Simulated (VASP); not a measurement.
# Al (P6_3/mmc) in VASP: a series of runs

Runs on Al. Level: PBEsol+D3(BJ). Tasks: single point.

Everything below comes from runs of VASP 6.6.1. Logs are shortened: lines on timing, memory, paths and dates and some standing lists are left out, and cuts for length are marked.

## (1) The cell of the first run

The structure is hexagonal, space group P6_3/mmc (No. 194). Conventional cell: a = 2.689 Å, b = 2.689 Å, c = 9.373 Å, α = 90.00°, β = 90.00°, γ = 120.00°. Within 3.5 Å of Al (site symmetry -3m) lie 12 Al at 2.69 to 2.81 Å. Within 3.5 Å of Al (site symmetry -6m2) lie 12 Al at 2.69 to 2.81 Å.

## (2) Single point, PBEsol+D3(BJ) (volume 14.675 Å^3 an atom, c/a of the conventional cell 3.4853)

Contents of INCAR:

```
PREC = Accurate ; ENCUT = 520
EDIFF = 1E-6 ; ISMEAR = 0
SIGMA = 0.15 ; LREAL = F
LASPH = T ; NELM = 60
ALGO = Fast ; ISIF = 2
LWAVE = F ; LCHARG = T
GGA = PS ; IVDW = 12
LELF = T ; LVHAR = T
NBANDS = 14
```

Contents of KPOINTS:

```
regular mesh
0
Gamma
  18 18 6
```

Contents of POSCAR:

```
Al
1.0
    2.6891958627      0.0000000000      0.0000000000
   -1.3445979313      2.3289119328      0.0000000000
    0.0000000000      0.0000000000      9.3726543402
Al
4
Direct
    0.0000000000      0.0000000000      0.0000000000
    0.3333333333      0.6666666667      0.2500000000
    0.0000000000      0.0000000000      0.5000000000
    0.6666666667      0.3333333333      0.7500000000
```

Potentials or basis: VASP PAW PBE potentials, release 64 (Al).

Launch:

```bash
> cat potpaw_PBE.64/Al/POTCAR > POTCAR
> mpirun -np 1 vasp_std > vasp.out
```

OUTCAR:

```text
PREC = Accurate
   ENCUT = 520
   EDIFF = 1E-6
   ISMEAR = 0
   LREAL = F
   LASPH = T
   NELM = 60
   ISIF = 2
   GGA = PS
   IVDW = 12
 IVDW          = 12

 ion  position               nearest neighbor table
   1  0.000  0.000  0.000-   2 2.81   4 2.81   2 2.81   4 2.81   4 2.81   2 2.81
   2  0.333  0.667  0.250-   1 2.81   3 2.81   1 2.81   3 2.81   1 2.81   3 2.81
   3  0.000  0.000  0.500-   2 2.81   4 2.81   2 2.81   4 2.81   4 2.81   2 2.81
   4  0.667  0.333  0.750-   1 2.81   3 2.81   1 2.81   3 2.81   1 2.81   3 2.81

  LATTYP: Found a hexagonal cell.
 ALAT       =     2.6891958627
 C/A-ratio  =     3.4853000000

  Lattice vectors:

 A1 = (   2.6891958627,   0.0000000000,   0.0000000000)
 A2 = (  -1.3445979313,   2.3289119328,   0.0000000000)
 A3 = (   0.0000000000,   0.0000000000,   9.3726543402)

Analysis of symmetry for initial positions (statically):
=====================================================================
 Subroutine PRICEL returns:
 Original cell was already a primitive cell.

 Routine SETGRP: Setting up the symmetry group for a
 hexagonal supercell.

 Subroutine GETGRP returns: Found 24 space group operations
 (whereof 12 operations were pure point group operations)
 out of a pool of 24 trial point group operations.

The static configuration has the point symmetry D_3d.
 The point group associated with its full space group is D_6h.

Analysis of symmetry for dynamics (positions and initial velocities):
=====================================================================
 Subroutine PRICEL returns:
 Original cell was already a primitive cell.

 Routine SETGRP: Setting up the symmetry group for a
 hexagonal supercell.

 Subroutine GETGRP returns: Found 24 space group operations
 (whereof 12 operations were pure point group operations)
 out of a pool of 24 trial point group operations.

The dynamic configuration has the point symmetry D_3d.
 The point group associated with its full space group is D_6h.

 Subroutine INISYM returns: Found 24 space group operations
 (whereof 12 operations are pure point group operations),
 and found     1 'primitive' translations

----------------------------------------------------------------------------------------

                                     Primitive cell

  volume of cell :      58.7000

  direct lattice vectors                    reciprocal lattice vectors
     2.689195863  0.000000000  0.000000000     0.371858374  0.214692532  0.000000000
    -1.344597931  2.328911933  0.000000000     0.000000000  0.429385064  0.000000000
     0.000000000  0.000000000  9.372654340     0.000000000  0.000000000  0.106693362

  length of vectors
     2.689195863  2.689195863  9.372654340     0.429385064  0.429385064  0.106693362

  position of ions in fractional coordinates (direct lattice)
     0.000000000  0.000000000  0.000000000
     0.333333333  0.666666667  0.250000000
     0.000000000  0.000000000  0.500000000
     0.666666667  0.333333333  0.750000000

  ion indices of the primitive-cell ions
   primitive index   ion index
                 1           1
                 2           2
                 3           3
                 4           4

----------------------------------------------------------------------------------------

 KPOINTS: regular mesh

Automatic generation of k-mesh.
 Grid dimensions read from file:
 generate k-points for:   18   18    6

 Generating k-lattice:

  Cartesian coordinates                     Fractional coordinates (reciprocal lattice)
     0.020658799  0.011927363  0.000000000     0.055555556  0.000000000  0.000000000
     0.000000000  0.023854726  0.000000000     0.000000000  0.055555556  0.000000000
     0.000000000  0.000000000  0.017782227     0.000000000  0.000000000  0.166666667

  Length of vectors
     0.023854726  0.023854726  0.017782227

  Shift w.r.t. Gamma in fractional coordinates (k-lattice)
     0.000000000  0.000000000  0.000000000

 Subroutine IBZKPT returns following result:
 ===========================================

 Found    148 irreducible k-points:

 Following reciprocal coordinates:
            Coordinates               Weight
  0.000000  0.000000  0.000000      1.000000
  0.055556  0.000000  0.000000      6.000000
  0.111111  0.000000  0.000000      6.000000
  0.166667  0.000000  0.000000      6.000000
  0.222222  0.000000  0.000000      6.000000
  0.277778  0.000000  0.000000      6.000000
[... 16 lines left out ...]
  0.333333  0.111111  0.000000     12.000000
  0.388889  0.111111  0.000000     12.000000
 [... further k-points ...]
   k-points           NKPTS =    148   k-points in BZ     NKDIM =    148   number of bands    NBANDS=     14
   number of dos      NEDOS =    301   number of ions     NIONS =      4
   total plane-waves  NPLWV =  28000
   dimension x,y,z NGX =    20 NGY =   20 NGZ =   70
   dimension x,y,z NGXF=    40 NGYF=   40 NGZF=  140
   ions per type =               4
   NGX,Y,Z   is equivalent  to a cutoff of  12.36, 12.36, 12.42 a.u.
   NGXF,Y,Z  is equivalent  to a cutoff of  24.73, 24.73, 24.83 a.u.
 SYSTEM =  unknown system
   PREC   = accura    normal or accurate (medium, high low for compatibility)
   ISTART =      0    job   : 0-new  1-cont  2-samecut
   ICHARG =      2    charge: 1-file 2-atom 10-const
   ISPIN  =      1    spin polarized calculation?
   LNONCOLLINEAR =      F non collinear calculations
   LSORBIT =      F    spin-orbit coupling
   LASPH  =      T    aspherical Exc in radial PAW
   ENCUT  =  520.0 eV  38.22 Ry    6.18 a.u.   5.00  5.00 17.43*2*pi/ulx,y,z
   NELM   =     60;   NELMIN=  2; NELMDL= -5     # of ELM steps
   EDIFF  = 0.1E-05   stopping-criterion for ELM
   LREAL  =      F    real-space projection
   EDIFFG = 0.1E-04   stopping-criterion for IOM
   NSW    =      0    number of steps for IOM
   IBRION =     -1    ionic relax: 0-MD 1-quasi-New 2-CG
   NFREE  =      0    steps in history (QN), initial steepest desc. (CG)
   ISIF   =      2    stress and relaxation
   ISYM   =      2    0-nonsym 1-usesym 2-fastsym
   POTIM  = 0.5000    time-step for ionic-motion
   TEBEG  =    0.0;   TEEND  =   0.0 temperature during run
   PSTRESS=    0.0 pullay stress
   NELECT =      12.0000    total number of electrons
   NUPDOWN=      -1.0000    fix difference up-down
   EMIN   =  10.00;   EMAX   =-10.00  energy-range for DOS
   EFERMI =   0.00;   METHOD = LEGACY
   ISMEAR =     0;   SIGMA  =   0.15  broadening in eV -4-tet -1-fermi 0-gaus
   EFERMI_NEDOS =   21; number of points for ismear=-14 and -15
   IALGO  =     68    algorithm
   IMIX   =      4    mixing-type and parameters
     AMIX     =   0.40;   BMIX     =  1.00
     AMIX_MAG =   1.60;   BMIX_MAG =  1.00
  volume/ion in A,a.u.               =      14.68        99.03
  Fermi-wavevector in a.u.,A,eV,Ry     =   0.964397  1.822446 12.654258  0.930062
  Thomas-Fermi vector in A             =   2.094025
   LORBIT       =      0    0 simple, 1 ext, 2 COOP (PROOUT), +10 PAW based schemes
   GGA     = PS    functional components
   LHFCALC =     F    Hartree Fock is set to
   AEXX    =    0.0000 exact exchange contribution
   IVDW    =    12    specifies the selected vdW correction
   LEPSILON=     F    determine dielectric tensor
   LRPA    =     F    only Hartree local field effects (RPA)
 non-spin polarized calculation
 RMM-DIIS sequential band-by-band and
 Gauss-broadening in eV      SIGMA  =   0.15
  energy-cutoff  :      520.00
  volume of cell :       58.70
 maximum number of plane-waves:      1614
 NGX is ok and might be reduce to    20
   NGX =  9   NGY =  9   NGZ = 35

 number of electron      12.0000000 magnetization

 Free energy of the ion-electron system (eV)
  ---------------------------------------------------
  ext. energy  EPLUGINS =         0.00000000
  ---------------------------------------------------
  free energy    TOTEN  =       -16.07761103 eV

  energy without entropy =      -16.06045335  energy(sigma->0) =      -16.06903219

 E-fermi :   9.1962     XC(G=0): -10.6905

 val. band max:        9.1761575586   @ k =   0.2778   0.0000   0.5000
 cond. band min:       9.2131919125   @ k =   0.3333   0.1111   0.0000
 fundamental gap:      0.0370343539
 Fermi energy:         9.1962333431

 k-point     1 :       0.0000    0.0000    0.0000
  band No.  band energies     occupation
      1      -2.7424      2.00000
      2      -1.0713      2.00000
      3      -1.0692      2.00000
      4       3.7953      2.00000
      5       3.8600      2.00000
      6      11.6527      0.00000
      7      11.6594      0.00000
      8      20.8963      0.00000
      9      21.7548      0.00000
     10      21.7548      0.00000
     11      21.8468      0.00000
     12      21.8468      0.00000
     13      22.6054      0.00000
     14      22.6415      0.00000

 k-point     2 :       0.0556    0.0000    0.0000
  band No.  band energies     occupation
      1      -2.6583      2.00000
      2      -0.9883      2.00000
      3      -0.9862      2.00000
      4       3.8730      2.00000
      5       3.9417      2.00000
      6      11.7229      0.00000
      7      11.7307      0.00000
      8      19.8698      0.00000
      9      20.6570      0.00000
     10      20.7093      0.00000
     11      21.1885      0.00000
     12      21.4002      0.00000
     13      21.9242      0.00000
     14      21.9482      0.00000
[... 343 lines left out ...]
      1       1.5531      2.00000
      2       3.1591      2.00000
      3       3.1602      2.00000
      4       6.9182      2.00000
      5       7.8013      2.00000
      6       8.2249      2.00000
      7       8.9650      1.97076
      8       9.2132      0.87297
      9      12.5199      0.00000
     10      13.4671      0.00000
     11      14.0496      0.00000
     12      14.2437      0.00000
     13      14.8610      0.00000
     14      16.3099      0.00000

 k-point    24 :       0.3889    0.1111    0.0000
  band No.  band energies     occupation
      1       2.7600      2.00000
      2       4.3172      2.00000
      3       4.3265      2.00000
      4       5.5877      2.00000
      5       7.2357      2.00000
      6       7.2885      2.00000
      7       9.0585      1.80592
      8       9.3950      0.06098
      9      11.6057      0.00000
     10      11.8632      0.00000
     11      13.4901      0.00000
     12      14.1812      0.00000
     13      14.6561      0.00000
     14      17.0464      0.00000

 [... further k-points ...]

------------------------ aborting loop because EDIFF is reached ----------------------------------------

 Edisp (eV)   -1.43018

 E8    (eV) :    -0.9631

  FORCE on cell =-STRESS in cart. coord.  units (eV):
  Direction    XX          YY          ZZ          XY          YZ          ZX
  --------------------------------------------------------------------------------------
  -------------------------------------------------------------------------------------
  Total       3.55972     3.55972     0.71658     0.00000     0.00000    -0.00000
  in kB      97.16021    97.16021    19.55850     0.00000     0.00000    -0.00000
  external pressure =       71.29 kB  Pullay stress =        0.00 kB

 VOLUME and BASIS-vectors are now :
 -----------------------------------------------------------------------------
  energy-cutoff  :      520.00
  volume of cell :       58.70
      direct lattice vectors                 reciprocal lattice vectors
     2.689195863  0.000000000  0.000000000     0.371858374  0.214692532  0.000000000
    -1.344597931  2.328911933  0.000000000     0.000000000  0.429385064  0.000000000
     0.000000000  0.000000000  9.372654340     0.000000000  0.000000000  0.106693362

 POSITION                                       TOTAL-FORCE (eV/Angst)
 -----------------------------------------------------------------------------------
      0.00000      0.00000      0.00000        -0.000000     -0.000000      0.000000
     -0.00000      1.55261      2.34316         0.000000     -0.000000      0.000000
      0.00000      0.00000      4.68633        -0.000000     -0.000000      0.000000
      1.34460      0.77630      7.02949        -0.000000      0.000000     -0.000000
 -----------------------------------------------------------------------------------
    total drift:                               -0.000000      0.000000     -0.000000

  FREE ENERGIE OF THE ION-ELECTRON SYSTEM (eV)
  ---------------------------------------------------
  free  energy   TOTEN  =       -17.5077869218 eV

  energy  without entropy=      -17.4906292377  energy(sigma->0) =      -17.49920808
```

It took 60 s on 1 thread of Intel Xeon Platinum 8488C (Sapphire Rapids), shared host; peak memory 0.23 GiB.

What came out:

```yaml
Free_energy: -17.5078 eV
Pressure: 7.1 GPa
Band_gap_on_the_k_mesh: zero (band 6 reaches 12.52 eV, above the bottom of band 7 at 7.81 eV)
Dispersion_energy_per_atom: -0.358 eV
```

Caveat: the PAW data sets were made with another functional, which shifts forces and pressure a little; pairwise dispersion overbinds metals, which lowers pressure and volume.

## (3) Single point, PBEsol+D3(BJ) (volume 14.675 Å^3 an atom, c/a of the conventional cell 3.0904)

Contents of INCAR:

```
SYSTEM = Al
ALGO = Normal ; EDIFF = 1E-6
ENCUT = 520 ; GGA = PS
ISIF = 2 ; ISMEAR = 0
IVDW = 12 ; LASPH = .TRUE.
LCHARG = .TRUE. ; LELF = .TRUE.
LREAL = .FALSE. ; LVHAR = .TRUE.
LWAVE = .FALSE. ; NBANDS = 14
NELM = 60 ; PREC = Accurate
SIGMA = 0.15
```

Contents of KPOINTS:

```
k-points
0
G
  18 18 6
  0 0 0
```

Contents of POSCAR:

```
Al
1.0
    2.7991806338      0.0000000000      0.0000000000
   -1.3995903169      2.4241615386      0.0000000000
    0.0000000000      0.0000000000      8.6505878306
Al
4
Direct
    0.0000000000      0.0000000000      0.0000000000
    0.3333333333      0.6666666667      0.2500000000
    0.0000000000      0.0000000000      0.5000000000
    0.6666666667      0.3333333333      0.7500000000
```

Potentials or basis: VASP PAW PBE potentials, release 64 (Al).

Launch:

```bash
> cat potpaw_PBE.64/Al/POTCAR > POTCAR
> mpirun -np 1 vasp_std > vasp.out
```

Run time: 45 s. Hardware: 1 thread of Intel Xeon Platinum 8488C (Sapphire Rapids), shared host; peak memory 0.23 GiB.

The run converged. Its results:

- Free energy: -17.5147 eV
- Pressure: 6.9 GPa
- Band gap on the k mesh: zero (band 6 reaches 14.15 eV, above the bottom of band 7 at 7.41 eV)
- Dispersion energy per atom: -0.358 eV

Stress tensor (GPa, compression positive):
```
 4.56  0.00  0.00
 0.00  4.56  0.00
 0.00  0.00 11.55
```

Levels at points of the mesh, in eV from the Fermi level:
| k point | band 2 | band 3 | band 4 | band 5 | band 6 | band 7 | band 8 | band 9 | band 10 | band 11 |
| --- | --- | --- | --- | --- | --- | --- | --- | --- | --- | --- |
| (0.00, 0.00, 0.00) | -10.01 | -10.00 | -4.71 | -3.82 | 4.79 | 4.82 | 10.67 | 10.67 | 10.81 | 10.81 |
| (0.50, 0.00, 0.00) | -5.79 | -4.35 | -4.29 | -3.58 | -3.51 | 0.88 | 1.29 | 2.07 | 2.29 | 5.45 |
| (0.00, 0.00, 0.50) | -11.47 | -7.60 | -7.60 | -0.09 | -0.09 | 10.21 | 10.21 | 11.04 | 11.04 | 11.04 |
| (0.50, 0.00, 0.50) | -5.42 | -5.33 | -5.33 | -1.94 | -1.94 | -1.21 | -1.21 | 5.12 | 5.12 | 5.62 |

Caveat: the PAW data sets were made with another functional, which shifts forces and pressure a little; pairwise dispersion overbinds metals, which lowers pressure and volume.

## (4) Single point, PBEsol+D3(BJ) (volume 14.675 Å^3 an atom, c/a of the conventional cell 3.2168)

Contents of INCAR:

```
PREC = Accurate
ENCUT = 520
EDIFF = 1E-6
ISMEAR = 0
SIGMA = 0.15
LREAL = F
LASPH = T
NELM = 60
ALGO = Fast
ISIF = 2
LWAVE = F
LCHARG = F
GGA = PS
IVDW = 12
NBANDS = 14
```

Contents of KPOINTS:

```
Automatic mesh
0
Gamma
  18 18 6
```

Contents of POSCAR:

```
Al
1.0
    2.7620262589      0.0000000000      0.0000000000
   -1.3810131294      2.3919849062      0.0000000000
    0.0000000000      0.0000000000      8.8848860697
Al
4
Direct
    0.0000000000      0.0000000000      0.0000000000
    0.3333333333      0.6666666667      0.2500000000
    0.0000000000      0.0000000000      0.5000000000
    0.6666666667      0.3333333333      0.7500000000
```

Launch:

```bash
> cat potpaw_PBE.64/Al/POTCAR > POTCAR
> mpirun -np 1 vasp_std > vasp.out
```

Run time: 70 s. Hardware: 1 thread of Intel Xeon Platinum 8488C (Sapphire Rapids), shared host; peak memory 0.24 GiB.

Results (log left out):

```yaml
Free_energy: -17.5636 eV
Pressure: 6.5 GPa
Band_gap_on_the_k_mesh: zero (band 6 reaches 13.52 eV, above the bottom of band 7 at 7.53 eV)
Dispersion_energy_per_atom: -0.358 eV
```

Stress tensor (GPa, compression positive):
```
5.61 0.00 0.00
0.00 5.61 0.00
0.00 0.00 8.27
```

Levels at points of the mesh, in eV from the Fermi level:
| k point | band 3 | band 4 | band 5 | band 6 | band 7 | band 8 | band 9 | band 10 |
| --- | --- | --- | --- | --- | --- | --- | --- | --- |
| (0.00, 0.00, 0.00) | -10.08 | -4.95 | -4.33 | 3.99 | 4.01 | 11.35 | 11.35 | 11.41 |
| (0.50, 0.00, 0.00) | -4.26 | -4.23 | -3.47 | -3.43 | 0.83 | 1.22 | 1.72 | 2.03 |
| (0.00, 0.00, 0.50) | -7.80 | -7.80 | -0.68 | -0.68 | 9.25 | 9.25 | 11.67 | 11.67 |
| (0.50, 0.00, 0.50) | -5.17 | -5.17 | -1.95 | -1.95 | -1.23 | -1.23 | 4.96 | 4.96 |

Caveat: the PAW data sets were made with another functional, which shifts forces and pressure a little; pairwise dispersion overbinds metals, which lowers pressure and volume.

[end of part 1 of 2]
